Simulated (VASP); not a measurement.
Crystal: CoO.

```
Co O
1.0
     1.50547    0.86918    2.43993
    -1.50547    0.86918    2.43993
     0.00000   -1.73837    2.43993
Co O
1 1
Direct
  0.00000 0.00000 0.00000
  0.50000 0.50000 0.50000
```

| Quantity | Value |
| --- | --- |
| Program | VASP 6.6.1 |
| Task | relaxation of cell and atoms |
| Functional | PBEsol |
| Potentials or basis | VASP PAW PBE potentials, release 64 (Co, O) |
| Cutoff | 600 eV |
| k mesh | 18 × 18 × 18 |
| Occupations | gaussian, width 0.1 eV |
| Spin | no spin polarisation |

At the start: pressure -27.6 GPa; volume 9.58 Å³/atom.

Problem. Where does the relaxation end?

Solution. Over 8 steps the energy falls by 136.6 meV/atom and the volume is 8.22 Å³/atom (-14.2 %); space group Fm-3m (No. 225, to 0.1 Å) before and after.

Step by step:
```tsv
step	energy change (eV)	largest force (eV/Å)	pressure (GPa)	volume (Å³)
1	0.0000	0.0000	-27.62	19.16
2	-0.1402	0.0000	31.19	14.93
3	-0.2730	0.0000	-0.41	16.45
4	-0.2730	0.0000	0.38	16.40
5	-0.2730	0.0000	-0.24	16.45
6	-0.2731	0.0000	-0.08	16.43
7	-0.2731	0.0000	0.06	16.43
8	-0.2731	0.0000	-0.03	16.43
```

Final structure:
```
CELL_PARAMETERS angstrom
1.42798 0.82445 2.32609
-1.42798 0.82445 2.32609
0.00000 -1.64889 2.32609
ATOMIC_POSITIONS crystal
Co 0.00000 0.00000 0.00000
O 0.50000 0.50000 0.50000
```

Caveat: the PAW data sets were made with another functional, which shifts forces and pressure a little; an odd number of electrons without spin polarisation forces a metal; a magnetic or distorted state may lie lower; the run has no spin polarisation, though such a crystal can be magnetic.
